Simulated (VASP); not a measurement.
# Pd in VASP: notebook

Runs on Pd. Level: PBE. Tasks: electric field gradients.

Everything below comes from runs of VASP 6.6.1. Logs are shortened: lines on timing, memory, paths and dates and some standing lists are left out, and cuts for length are marked.

### Step 1. The cell of the first run

Symmetry: R-3m, No. 166, trigonal system. The conventional cell has a = 2.778 Å, b = 2.778 Å, c = 6.603 Å, α = 90.00°, β = 90.00°, γ = 120.00°. Pd (site symmetry -3m) has 12 Pd at 2.72 to 2.78 Å within 3.6 Å.

### Step 2. Electric field gradients, PBE (equal xy, yz and zx shear strains of -2 %)

File INCAR:

```
PREC = Accurate
ENCUT = 520
EDIFF = 1E-8
ISMEAR = -1
SIGMA = 0.05
LREAL = False
LASPH = True
NELM = 80
ALGO = Normal
ISIF = 2
LWAVE = False
LCHARG = False
GGA = PE
LEFG = True
NBANDS = 11
```

File KPOINTS:

```
regular mesh
0
Gamma
  18 18 18
```

File POSCAR:

```
Pd
1.0
   -0.0388980000      1.9254510000      1.9254510000
    1.9254510000     -0.0388980000      1.9254510000
    1.9254510000      1.9254510000     -0.0388980000
Pd
1
Direct
    0.0000000000      0.0000000000      0.0000000000
```

Potentials or basis: VASP PAW PBE potentials, release 64 (Pd).

The run is started by

```sh
$ cat potpaw_PBE.64/Pd/POTCAR > POTCAR
$ mpirun -np 1 vasp_std > vasp.out
```

OUTCAR:

```text
PREC = Accurate
   ENCUT = 520
   EDIFF = 1E-8
   ISMEAR = -1
   LREAL = False
   LASPH = True
   NELM = 80
   ISIF = 2
   GGA = PE

 ion  position               nearest neighbor table
   1  0.000  0.000  0.000-

  LATTYP: Found a trigonal (rhomboedric) cell.
 ALAT       =     2.7232767324
 COS(alpha) =     0.4797000918

  Lattice vectors:

 A1 = (  -0.0388980000,   1.9254510000,   1.9254510000)
 A2 = (   1.9254510000,  -0.0388980000,   1.9254510000)
 A3 = (   1.9254510000,   1.9254510000,  -0.0388980000)

Analysis of symmetry for initial positions (statically):
=====================================================================
 Subroutine PRICEL returns:
 Original cell was already a primitive cell.

 Routine SETGRP: Setting up the symmetry group for a
 trigonal (rhombohedral) supercell.

 Subroutine GETGRP returns: Found 12 space group operations
 (whereof 12 operations were pure point group operations)
 out of a pool of 12 trial point group operations.

The static configuration has the point symmetry D_3d.

Analysis of symmetry for dynamics (positions and initial velocities):
=====================================================================
 Subroutine PRICEL returns:
 Original cell was already a primitive cell.

 Routine SETGRP: Setting up the symmetry group for a
 trigonal (rhombohedral) supercell.

 Subroutine GETGRP returns: Found 12 space group operations
 (whereof 12 operations were pure point group operations)
 out of a pool of 12 trial point group operations.

The dynamic configuration has the point symmetry D_3d.

 Subroutine INISYM returns: Found 12 space group operations
 (whereof 12 operations are pure point group operations),
 and found     1 'primitive' translations

----------------------------------------------------------------------------------------

                                     Primitive cell

  volume of cell :      14.7093

  direct lattice vectors                    reciprocal lattice vectors
    -0.038898000  1.925451000  1.925451000    -0.251939935  0.257134573  0.257134573
     1.925451000 -0.038898000  1.925451000     0.257134573 -0.251939935  0.257134573
     1.925451000  1.925451000 -0.038898000     0.257134573  0.257134573 -0.251939935

  length of vectors
     2.723276732  2.723276732  2.723276732     0.442391351  0.442391351  0.442391351

  position of ions in fractional coordinates (direct lattice)
     0.000000000  0.000000000  0.000000000

  ion indices of the primitive-cell ions
   primitive index   ion index
                 1           1

----------------------------------------------------------------------------------------

 KPOINTS: regular mesh

Automatic generation of k-mesh.
 Grid dimensions read from file:
 generate k-points for:   18   18   18

 Generating k-lattice:

  Cartesian coordinates                     Fractional coordinates (reciprocal lattice)
    -0.013996663  0.014285254  0.014285254     0.055555556  0.000000000  0.000000000
     0.014285254 -0.013996663  0.014285254     0.000000000  0.055555556  0.000000000
     0.014285254  0.014285254 -0.013996663     0.000000000  0.000000000  0.055555556

  Length of vectors
     0.024577297  0.024577297  0.024577297

  Shift w.r.t. Gamma in fractional coordinates (k-lattice)
     0.000000000  0.000000000  0.000000000

 Subroutine IBZKPT returns following result:
 ===========================================

 Found    580 irreducible k-points:

 Following reciprocal coordinates:
            Coordinates               Weight
  0.000000  0.000000  0.000000      1.000000
  0.055556  0.000000  0.000000      6.000000
  0.111111  0.000000  0.000000      6.000000
  0.166667  0.000000  0.000000      6.000000
  0.222222  0.000000  0.000000      6.000000
  0.277778  0.000000  0.000000      6.000000
[... 16 lines left out ...]
 -0.277778  0.055556  0.000000     12.000000
 -0.222222  0.055556 -0.000000     12.000000
 [... further k-points ...]
   k-points           NKPTS =    580   k-points in BZ     NKDIM =    580   number of bands    NBANDS=     11
   number of dos      NEDOS =    301   number of ions     NIONS =      1
   total plane-waves  NPLWV =   8000
   dimension x,y,z NGX =    20 NGY =   20 NGZ =   20
   dimension x,y,z NGXF=    40 NGYF=   40 NGZF=   40
   ions per type =               1
   NGX,Y,Z   is equivalent  to a cutoff of  12.21, 12.21, 12.21 a.u.
   NGXF,Y,Z  is equivalent  to a cutoff of  24.42, 24.42, 24.42 a.u.
 SYSTEM =  unknown system
   PREC   = accura    normal or accurate (medium, high low for compatibility)
   ISTART =      0    job   : 0-new  1-cont  2-samecut
   ICHARG =      2    charge: 1-file 2-atom 10-const
   ISPIN  =      1    spin polarized calculation?
   LNONCOLLINEAR =      F non collinear calculations
   LSORBIT =      F    spin-orbit coupling
   LASPH  =      T    aspherical Exc in radial PAW
   ENCUT  =  520.0 eV  38.22 Ry    6.18 a.u.   5.06  5.06  5.06*2*pi/ulx,y,z
   NELM   =     80;   NELMIN=  2; NELMDL= -5     # of ELM steps
   EDIFF  = 0.1E-07   stopping-criterion for ELM
   LREAL  =      F    real-space projection
   EDIFFG = 0.1E-06   stopping-criterion for IOM
   NSW    =      0    number of steps for IOM
   IBRION =     -1    ionic relax: 0-MD 1-quasi-New 2-CG
   NFREE  =      0    steps in history (QN), initial steepest desc. (CG)
   ISIF   =      2    stress and relaxation
   ISYM   =      2    0-nonsym 1-usesym 2-fastsym
   POTIM  = 0.5000    time-step for ionic-motion
   TEBEG  =    0.0;   TEEND  =   0.0 temperature during run
   PSTRESS=    0.0 pullay stress
   NELECT =      10.0000    total number of electrons
   NUPDOWN=      -1.0000    fix difference up-down
   EMIN   =  10.00;   EMAX   =-10.00  energy-range for DOS
   EFERMI =   0.00;   METHOD = LEGACY
   ISMEAR =    -1;   SIGMA  =   0.05  broadening in eV -4-tet -1-fermi 0-gaus
   EFERMI_NEDOS =   21; number of points for ismear=-14 and -15
   IALGO  =     38    algorithm
   IMIX   =      4    mixing-type and parameters
     AMIX     =   0.40;   BMIX     =  1.00
     AMIX_MAG =   1.60;   BMIX_MAG =  1.00
  volume/ion in A,a.u.               =      14.71        99.26
  Fermi-wavevector in a.u.,A,eV,Ry     =   1.439499  2.720258 28.193401  2.072157
  Thomas-Fermi vector in A             =   2.558348
   LORBIT       =      0    0 simple, 1 ext, 2 COOP (PROOUT), +10 PAW based schemes
   GGA     = PE    functional components
[... 5 lines left out ...]
 non-spin polarized calculation
  energy-cutoff  :      520.00
  volume of cell :       14.71
 maximum number of plane-waves:       409
   NGX = 11   NGY = 11   NGZ = 11

 number of electron      10.0000000 magnetization

 number of electron       9.9999999 magnetization

 Free energy of the ion-electron system (eV)
  ---------------------------------------------------
  ext. energy  EPLUGINS =         0.00000000
  ---------------------------------------------------
  free energy    TOTEN  =        -5.21224208 eV

  energy without entropy =       -5.19482540  energy(sigma->0) =       -5.20353374

 E-fermi :   9.8327     XC(G=0): -13.2016

 val. band max:        9.8321595367   @ k =   0.4444   0.1667   0.0000
 cond. band min:       9.8329805217   @ k =   0.4444   0.4444   0.3333
 fundamental gap:      0.0008209850
 Fermi energy:         9.8326665876

 k-point     1 :       0.0000    0.0000    0.0000
  band No.  band energies     occupation
      1       2.6696      2.00000
      2       6.8711      2.00000
      3       6.8711      2.00000
      4       7.1652      2.00000
      5       8.6086      2.00000
      6       8.6086      2.00000
      7      27.0039      0.00000
      8      31.4935      0.00000
      9      31.4935      0.00000
     10      32.5167      0.00000
     11      36.0410      0.00000

 k-point     2 :       0.0556    0.0000    0.0000
  band No.  band energies     occupation
      1       2.7805      2.00000
      2       6.8451      2.00000
      3       6.9030      2.00000
      4       7.1943      2.00000
      5       8.5919      2.00000
      6       8.5924      2.00000
      7      27.1155      0.00000
      8      30.8231      0.00000
      9      31.6313      0.00000
     10      32.5765      0.00000
     11      36.0880      0.00000

 k-point     3 :       0.1111    0.0000    0.0000
  band No.  band energies     occupation
      1       3.1007      2.00000
      2       6.7681      2.00000
      3       6.9844      2.00000
      4       7.2851      2.00000
      5       8.5585      2.00000
      6       8.5609      2.00000
      7      27.3429      0.00000
      8      29.3740      0.00000
      9      32.0243      0.00000
     10      32.8900      0.00000
     11      36.1186      0.00000

 k-point     4 :       0.1667    0.0000    0.0000
  band No.  band energies     occupation
      1       3.5831      2.00000
      2       6.6940      2.00000
      3       7.0704      2.00000
      4       7.3977      2.00000
      5       8.5619      2.00000
      6       8.5639      2.00000
      7      26.8922      0.00000
      8      28.3473      0.00000
      9      32.6023      0.00000
     10      33.3819      0.00000
     11      36.0637      0.00000

 k-point     5 :       0.2222    0.0000    0.0000
  band No.  band energies     occupation
      1       4.1108      2.00000
      2       6.7618      2.00000
      3       7.1005      2.00000
      4       7.4493      2.00000
      5       8.6649      2.00000
      6       8.6807      2.00000
      7      25.1630      0.00000
      8      28.2230      0.00000
      9      33.1836      0.00000
     10      33.8648      0.00000
     11      35.6005      0.00000
[... 211 lines left out ...]
 k-point    21 :      -0.3889    0.0556    0.0000
  band No.  band energies     occupation
      1       4.6345      2.00000
      2       6.8082      2.00000
      3       7.2114      2.00000
      4       8.8377      2.00000
      5       9.4900      1.99789
      6      10.4341      0.00001
      7      18.6959      0.00000
      8      26.7994      0.00000
      9      30.4918      0.00000
     10      32.2098      0.00000
     11      36.0942      0.00000

 k-point    22 :      -0.3333    0.0556    0.0000
  band No.  band energies     occupation
      1       4.6789      2.00000
      2       6.9068      2.00000
      3       7.2987      2.00000
      4       8.0912      2.00000
      5       9.1596      2.00000
      6       9.8056      1.26449
      7      20.5364      0.00000
      8      27.1952      0.00000
      9      30.9688      0.00000
     10      33.3779      0.00000
     11      35.9438      0.00000

 k-point    23 :      -0.2778    0.0556    0.0000
  band No.  band energies     occupation
      1       4.6313      2.00000
      2       6.9901      2.00000
      3       7.2957      2.00000
      4       7.4034      2.00000
      5       8.8104      2.00000
      6       9.3643      1.99983
      7      22.5567      0.00000
      8      27.6654      0.00000
      9      31.6004      0.00000
     10      34.8358      0.00000
     11      35.0170      0.00000

 k-point    24 :      -0.2222    0.0556   -0.0000
  band No.  band energies     occupation
      1       4.3501      2.00000
      2       6.7193      2.00000
      3       7.1360      2.00000
      4       7.4800      2.00000
      5       8.5261      2.00000
      6       9.0281      2.00000
      7      24.5887      0.00000
      8      28.0346      0.00000
      9      32.0657      0.00000
     10      34.4116      0.00000
     11      35.1896      0.00000

 [... further k-points ...]
[... 5 lines left out ...]
  --------------------------------------------------------------------------------------
  -------------------------------------------------------------------------------------
  Total        0.6877955      0.6877955      0.6877955      0.1438350      0.1438350      0.1438350
  in kB       74.9168129     74.9168129     74.9168129     15.6669521     15.6669521     15.6669521
  external PRESSURE =      74.9168129 kB  Pullay stress =       0.0000000 kB

 VOLUME and BASIS-vectors are now :
 -----------------------------------------------------------------------------
  energy-cutoff  :      520.00
  volume of cell :       14.71
      direct lattice vectors                 reciprocal lattice vectors
    -0.038898000  1.925451000  1.925451000    -0.251939935  0.257134573  0.257134573
     1.925451000 -0.038898000  1.925451000     0.257134573 -0.251939935  0.257134573
     1.925451000  1.925451000 -0.038898000     0.257134573  0.257134573 -0.251939935

 POSITION                                       TOTAL-FORCE (eV/Angst)
 -----------------------------------------------------------------------------------
      0.00000      0.00000      0.00000         0.000000      0.000000      0.000000
 -----------------------------------------------------------------------------------
    total drift:                                0.000000      0.000000      0.000000

  FREE ENERGIE OF THE ION-ELECTRON SYSTEM (eV)
  ---------------------------------------------------
  free  energy   TOTEN  =        -5.2122420796 eV

  energy  without entropy=       -5.1948254044  energy(sigma->0) =       -5.20353374

 Electric field gradients (V/A^2)
---------------------------------------------------------------------
 ion       V_xx      V_yy      V_zz      V_xy      V_xz      V_yz
---------------------------------------------------------------------
   1      -0.000    -0.000     0.000     2.715     2.715     2.715
---------------------------------------------------------------------

 Electric field gradients after diagonalization (V/A^2)
 (convention: |V_zz| > |V_xx| > |V_yy|)
----------------------------------------------------------------------
 ion       V_xx      V_yy      V_zz     asymmetry (V_yy - V_xx)/ V_zz
----------------------------------------------------------------------
   1      -2.715    -2.715     5.430       0.000
----------------------------------------------------------------------

           NMR quadrupolar parameters

 Cq : quadrupolar parameter    Cq=e*Q*V_zz/h
 eta: asymmetry parameters     (V_yy - V_xx)/ V_zz
 Q  : nuclear electric quadrupole moment in mb (millibarn)
----------------------------------------------------------------------
 ion       Cq(MHz)       eta       Q (mb)
----------------------------------------------------------------------
   1       0.013       0.000       1.000
----------------------------------------------------------------------
```

Wall time 59 s (1 thread of Intel Xeon Platinum 8488C (Sapphire Rapids), shared host); peak memory 0.2 GiB.

What came out:

* Free energy: -5.2122 eV
* Pressure: 7.5 GPa
* Band gap on the k mesh: zero (band 5 reaches 10.15 eV, above the bottom of band 6 at 8.46 eV)

Stress tensor (GPa, compression positive):
```
7.49 1.57 1.57
1.57 7.49 1.57
1.57 1.57 7.49
```

Levels at points of the mesh, in eV from the Fermi level:
```tsv
k point	band 3	band 4	band 5	band 6	band 7	band 8
(0.00, 0.00, 0.00)	-2.96	-2.67	-1.22	-1.22	17.17	21.66
(0.50, 0.00, 0.00)	-2.71	-0.12	0.03	0.92	7.20	16.64
(0.50, 0.50, 0.00)	-0.07	0.27	0.32	3.35	10.81	12.84
(0.50, 0.50, 0.50)	-2.93	0.02	0.02	1.29	7.79	16.29
```

Electric field gradients, principal values (V/Å²):
| atom | least | middle | greatest (by size) |
| --- | --- | --- | --- |
| 1 Pd | -2.715 | -2.715 | 5.430 |

Caveat: the cell differs from its parent crystal (equal xy, yz and zx shear strains of -2 %); without QUAD_EFG the Cq values of the log hold for a quadrupole moment of 1 mb, not for the nuclei.

(Part 1 of 3 ends here.)
